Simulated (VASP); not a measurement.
A run of VASP 6.6.1 is set up as follows.

File INCAR:

```
SYSTEM = Al3CoNi2
PREC = Accurate
ENCUT = 520
EDIFF = 1E-7
ISMEAR = 0
SIGMA = 0.1
LREAL = .FALSE.
LASPH = .TRUE.
NELM = 150
ALGO = Normal
ISIF = 2
LWAVE = .FALSE.
LCHARG = .FALSE.
ISPIN = 2
MAGMOM = 0 0 0 0.42 0 0
LORBIT = 11
LMAXMIX = 4
GGA = PE
NBANDS = 32
```

The input KPOINTS:

```
regular mesh
0
G
  12 12 8
  0 0 0
```

The input POSCAR:

```
Al3CoNi2
1.0
    4.0769584174      0.0000000000      0.0000000000
   -2.0384792087      3.5307495596      0.0000000000
    0.0000000000      0.0000000000      4.9918133289
Al Co Ni
3 1 2
Direct
    0.0000000000      0.0000000000      0.0000000000
    0.3333333333      0.6666666667      0.6652968196
    0.6666666667      0.3333333333      0.3347031804
    0.0000000000      0.0000000000      0.5000000000
    0.3333333333      0.6666666667      0.1709129632
    0.6666666667      0.3333333333      0.8290870368
```

Potentials or basis: VASP PAW PBE potentials, release 64 (Al, Co, Ni).

Command:

```bash
$ cat potpaw_PBE.64/Al/POTCAR potpaw_PBE.64/Co/POTCAR potpaw_PBE.64/Ni/POTCAR > POTCAR
$ mpirun -np 1 vasp_std > vasp.out
```

Q: What does it give for the net moment?

A: 0.46 μB per cell.

Q: Estimate the pressure.

A: 0.0 GPa.

Forces on the atoms (eV/Å):
```
Al   0.000  0.000  0.000
Al   0.000  0.000 -0.004
Al   0.000  0.000  0.004
Co   0.000  0.000  0.000
Ni   0.000  0.000 -0.004
Ni   0.000  0.000  0.004
```
